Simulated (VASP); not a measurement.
# PtF2 (F-43m) in VASP: single point with PBE

Aim: the single point of PtF2 with PBE.

Everything below comes from runs of VASP 6.6.1. Logs are shortened: lines on timing, memory, paths and dates and some standing lists are left out, and cuts for length are marked.

## (1) The cell of the first run

Symmetry: F-43m, No. 216, cubic system. Conventional cell: a = 5.448 Å, b = 5.448 Å, c = 5.448 Å, α = 90.00°, β = 90.00°, γ = 90.00°. Pt (site symmetry -43m) has 10 F at 2.36 to 2.72 Å within 3.1 Å. F (site symmetry -43m) has 4 F at 2.36 Å and 6 Pt at 2.72 Å within 3.1 Å. F (site symmetry -43m) has 4 Pt at 2.36 Å and 4 F at 2.36 Å within 3.1 Å.

The cell was built from a structure type or drawn by symmetry, and may not be a known phase.

## (2) Single point, PBE, collinear spin

INCAR

```
SYSTEM = PtF2
ALGO = Fast
EDIFF = 1E-7
ENCUT = 520
GGA = PE
ISIF = 2
ISMEAR = 0
ISPIN = 2
LASPH = .True.
LCHARG = .False.
LMAXMIX = 4
LORBIT = 11
LREAL = .False.
LWAVE = .False.
MAGMOM = 1.44 0.26 0.26
NBANDS = 23
NELM = 150
PREC = Accurate
SIGMA = 0.1
```

KPOINTS

```
k-points
0
Gamma
  14 14 14
  0 0 0
```

POSCAR

```
PtF2
1.0
    0.0000000000      2.7241521506      2.7241521506
    2.7241521506      0.0000000000      2.7241521506
    2.7241521506      2.7241521506      0.0000000000
Pt F
1 2
Direct
    0.2500000000      0.2500000000      0.2500000000
    0.7500000000      0.7500000000      0.7500000000
    0.5000000000      0.5000000000      0.5000000000
```

Potentials or basis: VASP PAW PBE potentials, release 64 (Pt, F).

Launch:

```console
cat potpaw_PBE.64/Pt/POTCAR potpaw_PBE.64/F/POTCAR > POTCAR
mpirun -np 1 vasp_std > vasp.out
```

OUTCAR:

```text
SYSTEM = PtF2
   EDIFF = 1E-7
   ENCUT = 520
   GGA = PE
   ISIF = 2
   ISMEAR = 0
   ISPIN = 2
   LASPH = .True.
   LORBIT = 11
   LREAL = .False.
   NELM = 150
   PREC = Accurate

 ion  position               nearest neighbor table
   1  0.250  0.250  0.250-   3 2.36   3 2.36   3 2.36   3 2.36
   2  0.750  0.750  0.750-
   3  0.500  0.500  0.500-   1 2.36   1 2.36   1 2.36   1 2.36

  LATTYP: Found a face centered cubic cell.
 ALAT       =     5.4483043012

  Lattice vectors:

 A1 = (   0.0000000000,   2.7241521506,   2.7241521506)
 A2 = (   2.7241521506,   0.0000000000,   2.7241521506)
 A3 = (   2.7241521506,   2.7241521506,   0.0000000000)

Analysis of symmetry for initial positions (statically):
=====================================================================
 Subroutine PRICEL returns:
 Original cell was already a primitive cell.

 Routine SETGRP: Setting up the symmetry group for a
 face centered cubic supercell.

 Subroutine GETGRP returns: Found 24 space group operations
 (whereof 24 operations were pure point group operations)
 out of a pool of 48 trial point group operations.

The static configuration has the point symmetry T_d .

Analysis of symmetry for dynamics (positions and initial velocities):
=====================================================================
 Subroutine PRICEL returns:
 Original cell was already a primitive cell.

 Routine SETGRP: Setting up the symmetry group for a
 face centered cubic supercell.

 Subroutine GETGRP returns: Found 24 space group operations
 (whereof 24 operations were pure point group operations)
 out of a pool of 48 trial point group operations.

The dynamic configuration has the point symmetry T_d .

Analysis of structural, dynamic, and magnetic symmetry:
=====================================================================
 Subroutine PRICEL returns:
 Original cell was already a primitive cell.

 Routine SETGRP: Setting up the symmetry group for a
 face centered cubic supercell.

 Subroutine GETGRP returns: Found 24 space group operations
 (whereof 24 operations were pure point group operations)
 out of a pool of 48 trial point group operations.

The overall configuration has the point symmetry T_d .

 Subroutine INISYM returns: Found 24 space group operations
 (whereof 24 operations are pure point group operations),
 and found     1 'primitive' translations

----------------------------------------------------------------------------------------

                                     Primitive cell

  volume of cell :      40.4319

  direct lattice vectors                    reciprocal lattice vectors
     0.000000000  2.724152151  2.724152151    -0.183543346  0.183543346  0.183543346
     2.724152151  0.000000000  2.724152151     0.183543346 -0.183543346  0.183543346
     2.724152151  2.724152151  0.000000000     0.183543346  0.183543346 -0.183543346

  length of vectors
     3.852532917  3.852532917  3.852532917     0.317906400  0.317906400  0.317906400

  position of ions in fractional coordinates (direct lattice)
     0.250000000  0.250000000  0.250000000
     0.750000000  0.750000000  0.750000000
     0.500000000  0.500000000  0.500000000

  ion indices of the primitive-cell ions
   primitive index   ion index
                 1           1
                 2           2
                 3           3

----------------------------------------------------------------------------------------

 KPOINTS: k-points

Automatic generation of k-mesh.
 Grid dimensions read from file:
 generate k-points for:   14   14   14

 Generating k-lattice:

  Cartesian coordinates                     Fractional coordinates (reciprocal lattice)
    -0.013110239  0.013110239  0.013110239     0.071428571  0.000000000  0.000000000
     0.013110239 -0.013110239  0.013110239     0.000000000  0.071428571  0.000000000
     0.013110239  0.013110239 -0.013110239     0.000000000  0.000000000  0.071428571

  Length of vectors
     0.022707600  0.022707600  0.022707600

  Shift w.r.t. Gamma in fractional coordinates (k-lattice)
     0.000000000  0.000000000  0.000000000

 Subroutine IBZKPT returns following result:
 ===========================================

 Found    104 irreducible k-points:

 Following reciprocal coordinates:
            Coordinates               Weight
  0.000000  0.000000  0.000000      1.000000
  0.071429  0.000000  0.000000      8.000000
  0.142857  0.000000  0.000000      8.000000
  0.214286  0.000000  0.000000      8.000000
  0.285714  0.000000  0.000000      8.000000
  0.357143  0.000000  0.000000      8.000000
[... 16 lines left out ...]
  0.214286  0.142857  0.000000     24.000000
  0.285714  0.142857  0.000000     24.000000
 [... further k-points ...]
   k-points           NKPTS =    104   k-points in BZ     NKDIM =    104   number of bands    NBANDS=     23
   number of dos      NEDOS =    301   number of ions     NIONS =      3
   total plane-waves  NPLWV =  27000
   dimension x,y,z NGX =    30 NGY =   30 NGZ =   30
   dimension x,y,z NGXF=    60 NGYF=   60 NGZF=   60
   ions per type =               1   2
   NGX,Y,Z   is equivalent  to a cutoff of  12.95, 12.95, 12.95 a.u.
   NGXF,Y,Z  is equivalent  to a cutoff of  25.89, 25.89, 25.89 a.u.
 SYSTEM =  PtF2
   PREC   = accura    normal or accurate (medium, high low for compatibility)
   ISTART =      0    job   : 0-new  1-cont  2-samecut
   ICHARG =      2    charge: 1-file 2-atom 10-const
   ISPIN  =      2    spin polarized calculation?
   LNONCOLLINEAR =      F non collinear calculations
   LSORBIT =      F    spin-orbit coupling
   LASPH  =      T    aspherical Exc in radial PAW
   ENCUT  =  520.0 eV  38.22 Ry    6.18 a.u.   7.16  7.16  7.16*2*pi/ulx,y,z
   NELM   =    150;   NELMIN=  2; NELMDL= -5     # of ELM steps
   EDIFF  = 0.1E-06   stopping-criterion for ELM
   LREAL  =      F    real-space projection
   EDIFFG = 0.1E-05   stopping-criterion for IOM
   NSW    =      0    number of steps for IOM
   IBRION =     -1    ionic relax: 0-MD 1-quasi-New 2-CG
   NFREE  =      0    steps in history (QN), initial steepest desc. (CG)
   ISIF   =      2    stress and relaxation
   ISYM   =      2    0-nonsym 1-usesym 2-fastsym
   POTIM  = 0.5000    time-step for ionic-motion
   TEBEG  =    0.0;   TEEND  =   0.0 temperature during run
   PSTRESS=    0.0 pullay stress
   NELECT =      24.0000    total number of electrons
   NUPDOWN=      -1.0000    fix difference up-down
   EMIN   =  10.00;   EMAX   =-10.00  energy-range for DOS
   EFERMI =   0.00;   METHOD = LEGACY
   ISMEAR =     0;   SIGMA  =   0.10  broadening in eV -4-tet -1-fermi 0-gaus
   EFERMI_NEDOS =   21; number of points for ismear=-14 and -15
   IALGO  =     68    algorithm
   IMIX   =      4    mixing-type and parameters
     AMIX     =   0.40;   BMIX     =  1.00
     AMIX_MAG =   1.60;   BMIX_MAG =  1.00
  volume/ion in A,a.u.               =      13.48        90.95
  Fermi-wavevector in a.u.,A,eV,Ry     =   1.375848  2.599976 25.755265  1.892959
  Thomas-Fermi vector in A             =   2.501147
   LORBIT       =     11    0 simple, 1 ext, 2 COOP (PROOUT), +10 PAW based schemes
   GGA     = PE    functional components
   LHFCALC =     F    Hartree Fock is set to
   AEXX    =    0.0000 exact exchange contribution
   IVDW    =     0    specifies the selected vdW correction
   LEPSILON=     F    determine dielectric tensor
   LRPA    =     F    only Hartree local field effects (RPA)
 spin polarized calculation
 RMM-DIIS sequential band-by-band and
 Gauss-broadening in eV      SIGMA  =   0.10
  energy-cutoff  :      520.00
  volume of cell :       40.43
 maximum number of plane-waves:      1106
 NGX is ok and might be reduce to    30
   NGX = 15   NGY = 15   NGZ = 15

 number of electron      23.9999984 magnetization       2.0136753

 Free energy of the ion-electron system (eV)
  ---------------------------------------------------
  ext. energy  EPLUGINS =         0.00000000
  ---------------------------------------------------
  free energy    TOTEN  =        -9.13249924 eV

  energy without entropy =       -9.10267667  energy(sigma->0) =       -9.11758795

 E-fermi :   3.0547     XC(G=0): -10.7739

 val. band max:        3.0524283844   @ k =  -0.4286   0.3571   0.1429
 cond. band min:       3.0618121020   @ k =  -0.2143   0.2143   0.0000
 fundamental gap:      0.0093837176
 Fermi energy:         3.0546995157

 spin component 1

 k-point     1 :       0.0000    0.0000    0.0000
  band No.  band energies     occupation
      1     -20.3948      1.00000
      2     -18.0126      1.00000
      3      -2.5950      1.00000
      4      -2.5950      1.00000
      5      -2.5950      1.00000
      6       0.2310      1.00000
[... 15 lines left out ...]
     22      23.0367      0.00000
     23      23.0367      0.00000
[... 575 lines left out ...]
      1     -20.2488      1.00000
      2     -18.1477      1.00000
      3      -2.7802      1.00000
      4      -2.6190      1.00000
      5      -2.5003      1.00000
      6      -0.6555      1.00000
[... 15 lines left out ...]
     22      23.4385      0.00000
     23      24.9976      0.00000

 [... further k-points ...]

 spin component 2

 k-point     1 :       0.0000    0.0000    0.0000
  band No.  band energies     occupation
      1     -19.9307      1.00000
      2     -17.6266      1.00000
      3      -2.0417      1.00000
      4      -2.0417      1.00000
      5      -2.0417      1.00000
      6       0.5826      1.00000
[... 15 lines left out ...]
     22      23.2156      0.00000
     23      23.2156      0.00000
[... 575 lines left out ...]
      1     -19.7706      1.00000
      2     -17.7760      1.00000
      3      -2.3030      1.00000
      4      -2.1188      1.00000
      5      -1.9803      1.00000
      6      -0.2066      1.00000
[... 15 lines left out ...]
     22      23.6608      0.00000
     23      25.2006      0.00000

 [... further k-points ...]

------------------------ aborting loop because EDIFF is reached ----------------------------------------

  FORCE on cell =-STRESS in cart. coord.  units (eV):
  Direction    XX          YY          ZZ          XY          YZ          ZX
  --------------------------------------------------------------------------------------
  -------------------------------------------------------------------------------------
  Total       -0.0899734     -0.0899734     -0.0899734      0.0000000      0.0000000      0.0000000
  in kB       -3.5653361     -3.5653361     -3.5653361      0.0000000      0.0000000      0.0000000
  external PRESSURE =      -3.5653361 kB  Pullay stress =       0.0000000 kB

 VOLUME and BASIS-vectors are now :
 -----------------------------------------------------------------------------
  energy-cutoff  :      520.00
  volume of cell :       40.43
      direct lattice vectors                 reciprocal lattice vectors
     0.000000000  2.724152151  2.724152151    -0.183543346  0.183543346  0.183543346
     2.724152151  0.000000000  2.724152151     0.183543346 -0.183543346  0.183543346
     2.724152151  2.724152151  0.000000000     0.183543346  0.183543346 -0.183543346

 POSITION                                       TOTAL-FORCE (eV/Angst)
 -----------------------------------------------------------------------------------
      1.36208      1.36208      1.36208         0.000000     -0.000000     -0.000000
      4.08623      4.08623      4.08623        -0.000000     -0.000000     -0.000000
      2.72415      2.72415      2.72415        -0.000000      0.000000      0.000000
 -----------------------------------------------------------------------------------
    total drift:                               -0.000000     -0.000000     -0.000000

  FREE ENERGIE OF THE ION-ELECTRON SYSTEM (eV)
  ---------------------------------------------------
  free  energy   TOTEN  =        -9.1324992363 eV

  energy  without entropy=       -9.1026766693  energy(sigma->0) =       -9.11758795

 total charge

# of ion       s       p       d       tot
------------------------------------------
    1        0.286   0.189   7.881   8.356
    2        1.753   4.236   0.000   5.989
    3        1.761   4.221   0.000   5.982
--------------------------------------------------
tot          3.800   8.646   7.881  20.327

 magnetization (x)

# of ion       s       p       d       tot
------------------------------------------
    1        0.006   0.007   1.494   1.507
    2        0.001   0.185   0.000   0.186
    3        0.002   0.266   0.000   0.268
--------------------------------------------------
tot          0.008   0.458   1.494   1.960
```

It took 3.5 min on 1 thread of Intel Xeon Platinum 8488C (Sapphire Rapids), shared host; peak memory 0.29 GiB.

What came out:

```yaml
Free_energy: -9.1325 eV
Pressure: -0.4 GPa
Band_gap_on_the_k_mesh: zero (filled and empty bands overlap)
Net_moment: 2.01 μB per cell
Site_moments: Pt +1.51; F +0.19, +0.27 μB
Valence_electrons_inside_the_program's_atomic_spheres: Pt 8.36; F 5.99, 5.98
```

Caveat: spin-orbit coupling is left out, which moves the levels of the heavy elements.
